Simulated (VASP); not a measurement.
# BiO5 (P-6m2) in VASP: a series of runs, part 3 of 3

VASP 6.6.1. The steps go on from the part before.

**5. Single point, PBE**

This run uses another cell than the first one, of 18.39 Å³/atom, 1.153 times its volume.

File INCAR:

```
  PREC = Accurate
  ENCUT = 520
  EDIFF = 1E-6
  ISMEAR = 0
  SIGMA = 0.1
  LREAL = False
  LASPH = True
  NELM = 80
  ALGO = Normal
  ISIF = 2
  LWAVE = False
  LCHARG = False
  GGA = PE
  NBANDS = 32
```

File KPOINTS:

```
regular mesh
0
Gamma
  12 12 4
```

File POSCAR:

```
BiO5
1.0
    3.4492018315      0.0000000000      0.0000000000
   -1.7246009158      2.9870964089      0.0000000000
    0.0000000000      0.0000000000     10.7117878205
Bi O
1 5
Direct
    0.0000000000      0.0000000000      0.0000000000
    0.6666666667      0.3333333333      0.8823834293
    0.0000000000      0.0000000000      0.5584290598
    0.6666666667      0.3333333333      0.5000000000
    0.0000000000      0.0000000000      0.4415709402
    0.6666666667      0.3333333333      0.1176165707
```

Potentials or basis: VASP PAW PBE potentials, release 64 (Bi_d, O).

Run with:

```console
$ cat potpaw_PBE.64/Bi_d/POTCAR potpaw_PBE.64/O/POTCAR > POTCAR
$ mpirun -np 1 vasp_std > vasp.out
```

OUTCAR:

```text
PREC = Accurate
   ENCUT = 520
   EDIFF = 1E-6
   ISMEAR = 0
   LREAL = False
   LASPH = True
   NELM = 80
   ISIF = 2
   GGA = PE

 ion  position               nearest neighbor table
   1  0.000  0.000  0.000-   2 2.36   6 2.36   2 2.36   6 2.36   2 2.36   6 2.36
   2  0.667  0.333  0.882-   1 2.36   1 2.36   1 2.36
   3  0.000  0.000  0.558-   5 1.25
   4  0.667  0.333  0.500-
   5  0.000  0.000  0.442-   3 1.25
   6  0.667  0.333  0.118-   1 2.36   1 2.36   1 2.36

  LATTYP: Found a hexagonal cell.
 ALAT       =     3.4492018315
 C/A-ratio  =     3.1055845218

  Lattice vectors:

 A1 = (   3.4492018315,   0.0000000000,   0.0000000000)
 A2 = (  -1.7246009158,   2.9870964089,   0.0000000000)
 A3 = (   0.0000000000,   0.0000000000,  10.7117878205)

Analysis of symmetry for initial positions (statically):
=====================================================================
 Subroutine PRICEL returns:
 Original cell was already a primitive cell.

 Routine SETGRP: Setting up the symmetry group for a
 hexagonal supercell.

 Subroutine GETGRP returns: Found 12 space group operations
 (whereof 12 operations were pure point group operations)
 out of a pool of 24 trial point group operations.

The static configuration has the point symmetry D_3h.

Analysis of symmetry for dynamics (positions and initial velocities):
=====================================================================
 Subroutine PRICEL returns:
 Original cell was already a primitive cell.

 Routine SETGRP: Setting up the symmetry group for a
 hexagonal supercell.

 Subroutine GETGRP returns: Found 12 space group operations
 (whereof 12 operations were pure point group operations)
 out of a pool of 24 trial point group operations.

The dynamic configuration has the point symmetry D_3h.

 Subroutine INISYM returns: Found 12 space group operations
 (whereof 12 operations are pure point group operations),
 and found     1 'primitive' translations

----------------------------------------------------------------------------------------

                                     Primitive cell

  volume of cell :     110.3646

  direct lattice vectors                    reciprocal lattice vectors
     3.449201831  0.000000000  0.000000000     0.289922147  0.167386630  0.000000000
    -1.724600916  2.987096409  0.000000000     0.000000000  0.334773259  0.000000000
     0.000000000  0.000000000 10.711787820     0.000000000  0.000000000  0.093355098

  length of vectors
     3.449201831  3.449201832 10.711787820     0.334773259  0.334773259  0.093355098

  position of ions in fractional coordinates (direct lattice)
     0.000000000  0.000000000  0.000000000
     0.666666667  0.333333333  0.882383429
     0.000000000  0.000000000  0.558429060
     0.666666667  0.333333333  0.500000000
     0.000000000  0.000000000  0.441570940
     0.666666667  0.333333333  0.117616571

  ion indices of the primitive-cell ions
   primitive index   ion index
                 1           1
                 2           2
                 3           3
[... 27 lines left out ...]

 Found     57 irreducible k-points:

 Following reciprocal coordinates:
            Coordinates               Weight
  0.000000  0.000000  0.000000      1.000000
  0.083333  0.000000  0.000000      6.000000
  0.166667  0.000000  0.000000      6.000000
  0.250000  0.000000  0.000000      6.000000
  0.333333  0.000000  0.000000      6.000000
  0.416667 -0.000000  0.000000      6.000000
[... 16 lines left out ...]
  0.250000  0.000000  0.250000     12.000000
  0.333333  0.000000  0.250000     12.000000
 [... further k-points ...]
   k-points           NKPTS =     57   k-points in BZ     NKDIM =     57   number of bands    NBANDS=     32
   number of dos      NEDOS =    301   number of ions     NIONS =      6
   total plane-waves  NPLWV =  62720
   dimension x,y,z NGX =    28 NGY =   28 NGZ =   80
   dimension x,y,z NGXF=    56 NGYF=   56 NGZF=  160
   ions per type =               1   5
   NGX,Y,Z   is equivalent  to a cutoff of  13.50, 13.50, 12.42 a.u.
   NGXF,Y,Z  is equivalent  to a cutoff of  26.99, 26.99, 24.83 a.u.
 SYSTEM =  unknown system
   PREC   = accura    normal or accurate (medium, high low for compatibility)
   ISTART =      0    job   : 0-new  1-cont  2-samecut
   ICHARG =      2    charge: 1-file 2-atom 10-const
   ISPIN  =      1    spin polarized calculation?
   LNONCOLLINEAR =      F non collinear calculations
   LSORBIT =      F    spin-orbit coupling
   LASPH  =      T    aspherical Exc in radial PAW
   ENCUT  =  520.0 eV  38.22 Ry    6.18 a.u.   6.41  6.41 19.92*2*pi/ulx,y,z
   NELM   =     80;   NELMIN=  2; NELMDL= -5     # of ELM steps
   EDIFF  = 0.1E-05   stopping-criterion for ELM
   LREAL  =      F    real-space projection
   EDIFFG = 0.1E-04   stopping-criterion for IOM
   NSW    =      0    number of steps for IOM
   IBRION =     -1    ionic relax: 0-MD 1-quasi-New 2-CG
   NFREE  =      0    steps in history (QN), initial steepest desc. (CG)
   ISIF   =      2    stress and relaxation
   ISYM   =      2    0-nonsym 1-usesym 2-fastsym
   POTIM  = 0.5000    time-step for ionic-motion
   TEBEG  =    0.0;   TEEND  =   0.0 temperature during run
   PSTRESS=    0.0 pullay stress
   NELECT =      45.0000    total number of electrons
   NUPDOWN=      -1.0000    fix difference up-down
   EMIN   =  10.00;   EMAX   =-10.00  energy-range for DOS
   EFERMI =   0.00;   METHOD = LEGACY
   ISMEAR =     0;   SIGMA  =   0.10  broadening in eV -4-tet -1-fermi 0-gaus
   EFERMI_NEDOS =   21; number of points for ismear=-14 and -15
   IALGO  =     38    algorithm
   IMIX   =      4    mixing-type and parameters
     AMIX     =   0.40;   BMIX     =  1.00
     AMIX_MAG =   1.60;   BMIX_MAG =  1.00
  volume/ion in A,a.u.               =      18.39       124.13
  Fermi-wavevector in a.u.,A,eV,Ry     =   1.213954  2.294041 20.050708  1.473685
  Thomas-Fermi vector in A             =   2.349390
   LORBIT       =      0    0 simple, 1 ext, 2 COOP (PROOUT), +10 PAW based schemes
   GGA     = PE    functional components
   LHFCALC =     F    Hartree Fock is set to
   AEXX    =    0.0000 exact exchange contribution
   IVDW    =     0    specifies the selected vdW correction
   LEPSILON=     F    determine dielectric tensor
   LRPA    =     F    only Hartree local field effects (RPA)
 non-spin polarized calculation
 Gauss-broadening in eV      SIGMA  =   0.10
  energy-cutoff  :      520.00
  volume of cell :      110.36
 maximum number of plane-waves:      3004
 NGX is ok and might be reduce to    28
   NGX = 13   NGY = 13   NGZ = 39

 number of electron      45.0000001 magnetization

 Free energy of the ion-electron system (eV)
  ---------------------------------------------------
  ext. energy  EPLUGINS =         0.00000000
  ---------------------------------------------------
  free energy    TOTEN  =       -25.20963466 eV

  energy without entropy =      -25.15931192  energy(sigma->0) =      -25.18447329

 E-fermi :  -0.0432     XC(G=0):  -8.0878

 val. band max:       -0.0518410831   @ k =   0.3333   0.0000   0.0000
 cond. band min:      -0.0395383560   @ k =   0.3333   0.0833   0.0000
 fundamental gap:      0.0123027271
 Fermi energy:        -0.0431958394

 k-point     1 :       0.0000    0.0000    0.0000
  band No.  band energies     occupation
      1     -26.1587      2.00000
      2     -22.6079      2.00000
      3     -22.6079      2.00000
      4     -22.5829      2.00000
      5     -22.4477      2.00000
      6     -22.4477      2.00000
[... 829 lines left out ...]
     31      10.2294      0.00000
     32      11.4703      0.00000

 [... further k-points ...]

------------------------ aborting loop because EDIFF is reached ----------------------------------------

  FORCE on cell =-STRESS in cart. coord.  units (eV):
  Direction    XX          YY          ZZ          XY          YZ          ZX
  --------------------------------------------------------------------------------------
  -------------------------------------------------------------------------------------
  Total       -0.0145466     -0.0145466      1.0553397      0.0000000     -0.0000000      0.0000000
  in kB       -0.2111752     -0.2111752     15.3205037      0.0000000     -0.0000000      0.0000000
  external PRESSURE =       4.9660511 kB  Pullay stress =       0.0000000 kB

 VOLUME and BASIS-vectors are now :
 -----------------------------------------------------------------------------
  energy-cutoff  :      520.00
  volume of cell :      110.36
      direct lattice vectors                 reciprocal lattice vectors
     3.449201831  0.000000000  0.000000000     0.289922147  0.167386630  0.000000000
    -1.724600916  2.987096409  0.000000000     0.000000000  0.334773259  0.000000000
     0.000000000  0.000000000 10.711787820     0.000000000  0.000000000  0.093355098

 POSITION                                       TOTAL-FORCE (eV/Angst)
 -----------------------------------------------------------------------------------
      0.00000      0.00000      0.00000         0.000000      0.000000     -0.000000
      1.72460      0.99570      9.45190         0.000000     -0.000000     -0.027950
      0.00000      0.00000      5.98177        -0.000000      0.000000      0.901125
      1.72460      0.99570      5.35589        -0.000000      0.000000     -0.000000
      0.00000      0.00000      4.73001        -0.000000      0.000000     -0.901125
      1.72460      0.99570      1.25988         0.000000     -0.000000      0.027950
 -----------------------------------------------------------------------------------
    total drift:                               -0.000002      0.000001      0.000000

  FREE ENERGIE OF THE ION-ELECTRON SYSTEM (eV)
  ---------------------------------------------------
  free  energy   TOTEN  =       -25.2096346603 eV

  energy  without entropy=      -25.1593119181  energy(sigma->0) =      -25.18447329
```

OSZICAR:

```text
N       E                     dE             d eps       ncg     rms          rms(c)
DAV:   1     0.466035596915E+03    0.46604E+03   -0.22384E+04  3648   0.142E+03
DAV:   2     0.243389880109E+02   -0.44170E+03   -0.41591E+03  4288   0.406E+02
DAV:   3    -0.284224001611E+02   -0.52761E+02   -0.50729E+02  4368   0.147E+02
[... 11 lines left out ...]
DAV:  15    -0.252104530466E+02   -0.20745E-02   -0.63513E-03  3784   0.323E-01    0.413E-01
DAV:  16    -0.252096405812E+02    0.81247E-03   -0.23741E-03  4584   0.901E-02    0.974E-02
DAV:  17    -0.252097877249E+02   -0.14714E-03   -0.83553E-05  3848   0.769E-02    0.177E-01
DAV:  18    -0.252096318398E+02    0.15589E-03   -0.50358E-05  4488   0.318E-02    0.204E-02
DAV:  19    -0.252096349670E+02   -0.31273E-05   -0.30989E-06  3368   0.135E-02    0.648E-03
DAV:  20    -0.252096346603E+02    0.30671E-06   -0.38413E-07  2976   0.437E-03
   1 F= -.25209635E+02 E0= -.25184473E+02  d E =-.503227E-01
```

Run time: 4.3 min. Hardware: 1 thread of Intel Xeon Platinum 8259CL at 2.50GHz (Skylake/Cascade Lake), shared host; peak memory 0.33 GiB.

Results:

* Free energy: -25.2096 eV
* Pressure: 0.5 GPa
* Largest force: 0.901 eV/Å

Forces in eV/Å, atoms in the order of the input:
```
Bi   0.000  0.000  0.000
O    0.000  0.000 -0.028
O    0.000  0.000  0.901
O    0.000  0.000  0.000
O    0.000  0.000 -0.901
O    0.000  0.000  0.028
```

Stress tensor (GPa, compression positive):
```
-0.02  0.00  0.00
 0.00 -0.02  0.00
 0.00  0.00  1.53
```

Caveat: the standard files for N, O and F lose accuracy on very short bonds; spin-orbit coupling is left out, which moves the levels of the heavy elements; an odd number of electrons without spin polarisation forces a metal; a magnetic or distorted state may lie lower.

**6. The runs side by side**

| task | cell | k mesh | cutoff (eV) | gap on the mesh (eV) | pressure (GPa) | largest force (eV/Å) |
| --- | --- | --- | --- | --- | --- | --- |
| single point | a = 2.797, b = 2.797, c = 14.134 Å, angles 90.0, 90.0, 120.0°, 6 atoms | 6 × 6 × 2 | 520 | none | -1.9 | 1.61 |
| single point | a = 3.435, b = 3.435, c = 10.694 Å, angles 90.0, 90.0, 120.0°, 6 atoms | 6 × 6 × 2 | 520 | none | 0.7 | 0.81 |
| relaxation of cell and atoms | relaxed from a = 2.797, b = 2.797, c = 14.134 Å, angles 90.0, 90.0, 120.0°, 6 atoms | 6 × 6 × 2 | 600 | none | 0.3 | 0.03 |
| single point | a = 3.449, b = 3.449, c = 10.712 Å, angles 90.0, 90.0, 120.0°, 6 atoms | 12 × 12 × 4 | 520 | none | 0.5 | 0.90 |

Alike in all rows: level PBE; potentials or basis VASP PAW PBE potentials, release 64 (Bi_d, O); no spin polarisation; smearing gaussian 0.1 eV.

Caveats: some runs use coarse meshes; spin-orbit coupling is left out, which moves the levels of the heavy elements; an odd number of electrons without spin polarisation forces a metal; a magnetic or distorted state may lie lower; the standard files for N, O and F lose accuracy on very short bonds (some runs).

Total energies depend on the potentials used, so only differences within one code and one set of settings carry meaning.
